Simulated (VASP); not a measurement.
Wanted: the native input for a VASP 6.6.1 run.

```
Task                   : single point
Functional             : PBE
Potentials or basis    : VASP PAW PBE potentials, release 64 (Hf_pv, Si, O)
Cutoff                 : 600 eV
k mesh                 : 6 × 6 × 6
Occupations            : gaussian, width 0.015 eV
Spin                   : no spin polarisation
Dipole correction      : no
Further INCAR settings : ALGO = Normal; EDIFF = 1e-06; NBANDS = 50
```

The structure of HfSiO4 lies in POSCAR:

```
HfSiO4
1.0
   -3.2862500000      3.2862500000      2.9816000000
    3.2862500000     -3.2862500000      2.9816000000
    3.2862500000      3.2862500000     -2.9816000000
Hf Si O
2 2 8
Direct
    0.0000000000      0.0000000000      0.0000000000
    0.7500000000      0.2500000000      0.5000000000
    0.5000000000      0.5000000000      0.0000000000
    0.2500000000      0.7500000000      0.5000000000
    0.6802000000      0.4957000000      0.8155000000
    0.2457000000      0.9302000000      0.3155000000
    0.6802000000      0.8647000000      0.1845000000
    0.6147000000      0.9302000000      0.6845000000
    0.0698000000      0.3853000000      0.3155000000
    0.5043000000      0.3198000000      0.1845000000
    0.0698000000      0.7543000000      0.6845000000
    0.1353000000      0.3198000000      0.8155000000
```

One way to write it, as run:

INCAR

```
ALGO = Normal
EDIFF = 1E-6
ENCUT = 600
GGA = PE
GGA_COMPAT = F
ISIF = 2
ISMEAR = 0
LASPH = T
LCHARG = F
LREAL = F
LWAVE = F
NBANDS = 50
NELM = 120
PREC = Accurate
SIGMA = 0.015
```

KPOINTS

```
k-points
0
Gamma
  6 6 6
```

Potentials or basis: VASP PAW PBE potentials, release 64 (Hf_pv, Si, O).

The run is started by

```bash
$ cat potpaw_PBE.64/Hf_pv/POTCAR potpaw_PBE.64/Si/POTCAR potpaw_PBE.64/O/POTCAR > POTCAR
$ mpirun -np 1 vasp_std > vasp.out
```

Results of the run:

| Item | Value |
| --- | --- |
| Pressure | 5.5 GPa |
| Largest force | 0.527 eV/Å |
| Band gap on the k mesh | 5.41 eV (least direct gap 5.77 eV) |

Caveat: the cell stands under pressure; spin-orbit coupling is left out, which moves the levels of the heavy elements.

Wall time 7.1 min on 1 thread of Oxide Virtual Turin-like Processor, on a shared host, peak memory 0.4 GiB.
